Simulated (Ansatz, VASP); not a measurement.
One calculation of Cr, two programs

INCAR

```
  PREC = Accurate
  ENCUT = 700
  EDIFF = 1E-6
  ISMEAR = -1
  SIGMA = 0.05
  LREAL = F
  LASPH = T
  NELM = 200
  ALGO = Normal
  ISIF = 2
  LWAVE = F
  LCHARG = T
  ISPIN = 2
  MAGMOM = 3
  LORBIT = 11
  NUPDOWN = 3.0
  LMAXMIX = 4
  GGA = PE
  LELF = T
  LVHAR = T
  NBANDS = 17
  GGA_COMPAT = F
```

KPOINTS

```
regular mesh
0
Gamma
  11 11 11
```

The input POSCAR:

```
Cr
1.0
   -1.4943366600      1.5452007300      1.3932153400
    1.5696721600     -1.4509560800      1.3743061900
    1.4063430800      1.3629625000     -1.2989706900
Cr
1
Direct
    0.0000000000      0.0000000000      0.0000000000
```

File input.yaml:

```yaml
crystal:
  lattice:
    - [-1.49433666, 1.54520073, 1.39321534]
    - [1.56967216, -1.45095608, 1.37430619]
    - [1.40634308, 1.3629625, -1.29897069]
  atoms:
    - { symbol: Cr, position: [0.0, 0.0, 0.0], spin: 3.0 }
hamiltonian:
  xc: pbe
  pseudopotentials: { kind: paw }
magnetization:
  spin_polarized: true
  initial_magnetization: 3.0
  spin_locking: { lock_magnetization: hard }
kpoints:
  mp_grid: { grid: [11, 11, 11] }
scf:
  occupations: { method: fermi_dirac, width: 0.05 }
  lower_state_search: "off"
output:
  forces: true
  stress: true
  eigenvalues: true
  write_density: true
  write_potential: true
  elf: true
  volumetric_format: npy
```

Alike in both runs: task single point; functional PBE; k mesh 11 × 11 × 11; occupations fermi-dirac, width 0.05 eV; collinear spin; fixed moment 3 μB.

```csv
,VASP,Ansatz
version,VASP 6.6.1,Ansatz 0.2.0
potentials or method,"VASP PAW PBE potentials, release 64 (Cr_sv)",Ansatz PAW
plane-wave cutoff (eV),700,420
valence electrons in the cell,14,14
```

Ansatz gave:

```
net moment per atom (μB)                                      : 3.00
size of the moment on the site where the two differ most (μB) : 2.52
```

Q: Which values does VASP return?

A: net moment per atom (μB): 3.00; size of the moment on the site where the two differ most (μB): 2.48.

Site moments also hang on the region over which each program counts them. With one functional, cell and mesh, what is left measures potentials, basis and numerics.
